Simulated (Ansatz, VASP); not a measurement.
## BaTiO3 in VASP and in Ansatz

File INCAR:

```
SYSTEM = BaTiO3
  ALGO = Normal
  EDIFF = 1E-8
  ENCUT = 520
  GGA = PE
  ISIF = 2
  ISMEAR = -1
  LASPH = .True.
  LCHARG = .False.
  LEFG = .True.
  LREAL = .False.
  LWAVE = .False.
  NBANDS = 28
  NELM = 100
  PREC = Accurate
  SIGMA = 0.08
```

Contents of KPOINTS:

```
k-points
0
Gamma
  7 7 7
  0 0 0
```

File POSCAR:

```
BaTiO3
1.0
    3.9998000000     -0.0599970000     -0.0599970000
   -0.0599970000      3.9998000000     -0.0599970000
   -0.0602700000     -0.0602700000      4.0180000000
Ba Ti O
1 1 3
Direct
    0.0000000000      0.0000000000      0.0000000000
    0.5000000000      0.5000000000      0.4820000000
    0.5000000000      0.5000000000      0.0160000000
    0.5000000000      0.0000000000      0.5150000000
    0.0000000000      0.5000000000      0.5150000000
```

Input for Ansatz:

```yaml
crystal:
  lattice:
    - [3.9998, -0.059997, -0.059997]
    - [-0.059997, 3.9998, -0.059997]
    - [-0.06027, -0.06027, 4.018]
  atoms:
    - { symbol: Ba, position: [0.0, 0.0, 0.0] }
    - { symbol: Ti, position: [0.5, 0.5, 0.482] }
    - { symbol: O, position: [0.5, 0.5, 0.016] }
    - { symbol: O, position: [0.5, 0.0, 0.515] }
    - { symbol: O, position: [0.0, 0.5, 0.515] }
kpoints:
  mp_grid: { grid: [7, 7, 7] }
scf:
  occupations: { method: fermi_dirac, width: 0.08 }
hamiltonian:
  xc: pbe
  pseudopotentials: { kind: all_electron, datasets: crystal }
output:
  forces: true
  stress: true
  eigenvalues: true
  efg: { contact_densities: true }
```

Change from the starting cell: equal xy, yz and zx shear strains of -3 %, crystal datasets.

Alike in both runs: task electric field gradients; functional PBE; k mesh 7 × 7 × 7; occupations fermi-dirac, width 0.08 eV; no spin polarisation.

|  | VASP | Ansatz |
| --- | --- | --- |
| version | VASP 6.6.1 | Ansatz 0.2.0 |
| potentials or method | VASP PAW PBE potentials, release 64 (Ba_sv, Ti_sv, O), cutoff 520 eV | all-electron PAW with datasets made for the crystal, scalar-relativistic |

|  | VASP | Ansatz | Ansatz less VASP |
| --- | --- | --- | --- |
| pressure (GPa) | 4.7 | 2.9 | -1.80 |
| traceless stress, the component that is largest in VASP (GPa) | 3.82 | 3.71 | -0.106 |
| rms of the force components (eV/Å) | 0.107 | 0.114 | +0.0074 |
| size of Vzz on the site where it differs most (V/Å²) | 35.1 | 32.2 | -2.93 |

Atom by atom the forces differ by 0.019 eV/Å (rms over components). Ansatz ran all-electron here, and VASP with PAW potentials. Ansatz's warnings: printed levels off.

Neither program's run includes spin-orbit coupling.
